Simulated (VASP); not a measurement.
A run of VASP 6.6.1 is set up as follows.

The input INCAR:

```
SYSTEM = Sr2SeS
PREC = Accurate
ENCUT = 520
EDIFF = 1E-6
ISMEAR = 0
SIGMA = 0.05
LREAL = .False.
LASPH = .True.
NELM = 60
ALGO = Normal
ISIF = 2
LWAVE = .False.
LCHARG = .False.
GGA = PS
NBANDS = 24
```

File KPOINTS:

```
Automatic mesh
0
Gamma
  9 9 9
  0 0 0
```

File POSCAR:

```
Sr2SeS
1.0
    2.1781528691      1.2575571453      6.9797290268
   -2.1781528691      1.2575571453      6.9797290268
    0.0000000000     -2.5151142906      6.9797290268
Sr Se S
2 1 1
Direct
    0.2471840700      0.2471840700      0.2471840700
    0.7528159300      0.7528159300      0.7528159300
    0.0000000000      0.0000000000      0.0000000000
    0.5000000000      0.5000000000      0.5000000000
```

Potentials or basis: VASP PAW PBE potentials, release 64 (Sr_sv, Se, S).

Launch:

```bash
$ cat potpaw_PBE.64/Sr_sv/POTCAR potpaw_PBE.64/Se/POTCAR potpaw_PBE.64/S/POTCAR > POTCAR
$ mpirun -np 1 vasp_std > vasp.out
```

Question: Estimate the pressure.

Answer: -0.7 GPa.

Question: Predict the largest force.

Answer: 0.007 eV/Å.

Stress tensor (GPa, compression positive):
```
-1.04  0.00  0.00
 0.00 -1.04  0.00
 0.00  0.00 -0.11
```

Caveat: the cell differs from its parent crystal (strain -0.0200 x Voigt [0, 0, 1, 0, 0, 0]); the PAW data sets were made with another functional, which shifts forces and pressure a little.
